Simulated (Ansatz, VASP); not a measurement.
## One calculation of As, two programs

File INCAR:

```
SYSTEM = As
PREC = Accurate
ENCUT = 400
EDIFF = 1E-6
ISMEAR = 0
SIGMA = 0.02
LREAL = .False.
LASPH = .True.
NELM = 120
ALGO = Normal
ISIF = 2
LWAVE = .False.
LCHARG = .True.
LDIPOL = .True.
IDIPOL = 3
DIPOL = 0.5 0.5 0.500
GGA = PE
IVDW = 12
LELF = .True.
LVHAR = .True.
LVACPOTAV = .True.
NBANDS = 22
GGA_COMPAT = .False.
NELMDL = -8
```

The input KPOINTS:

```
Automatic mesh
0
Gamma
  9 9 1
  0 0 0
```

File POSCAR:

```
As
1.0
    3.3480000000      0.0000000000      0.0000000000
   -1.6740000000      2.8994530519      0.0000000000
    0.0000000000      0.0000000000     28.5742413766
As
2
Direct
    0.3333333333      0.6666666667      0.4738050788
    0.6666666667      0.3333333333      0.5261949212
```

Input for Ansatz:

```yaml
crystal:
  lattice:
    - [3.348, 0.0, 0.0]
    - [-1.674, 2.8994530519, 0.0]
    - [0.0, 0.0, 28.5742413766]
  atoms:
    - { symbol: As, position: [0.3333333333, 0.6666666667, 0.4738050788] }
    - { symbol: As, position: [0.6666666667, 0.3333333333, 0.5261949212] }
  periodic: [true, true, false]
basis:
  ecutwfc: 420
kpoints:
  mp_grid: { grid: [9, 9, 1] }
hamiltonian:
  xc: pbe
  dispersion: d3bj
scf:
  occupations: { method: gaussian, width: 0.02 }
output:
  forces: true
  stress: true
  eigenvalues: true
```

Alike in both runs: task single point; functional PBE; dispersion D3(BJ); k mesh 9 × 9 × 1; occupations gaussian, width 0.02 eV; no spin polarisation.

|  | VASP | Ansatz |
| --- | --- | --- |
| version | VASP 6.6.1 | Ansatz 0.2.0 |
| potentials or method | VASP PAW PBE potentials, release 64 (As_d), cutoff 400 eV | scalar-relativistic, plane waves, PAW |
| valence electrons in the cell | 30 | 30 |

```csv
,VASP,Ansatz,Ansatz less VASP
gap on the k mesh at the Fermi level (eV),0.23,0.23,-0.009
least direct gap on the mesh (eV),2.27,2.27,-0.008
rms of the force components (eV/Å),0.291,0.301,+0.0100
```

Atom by atom the forces differ by 0.010 eV/Å (rms over components).
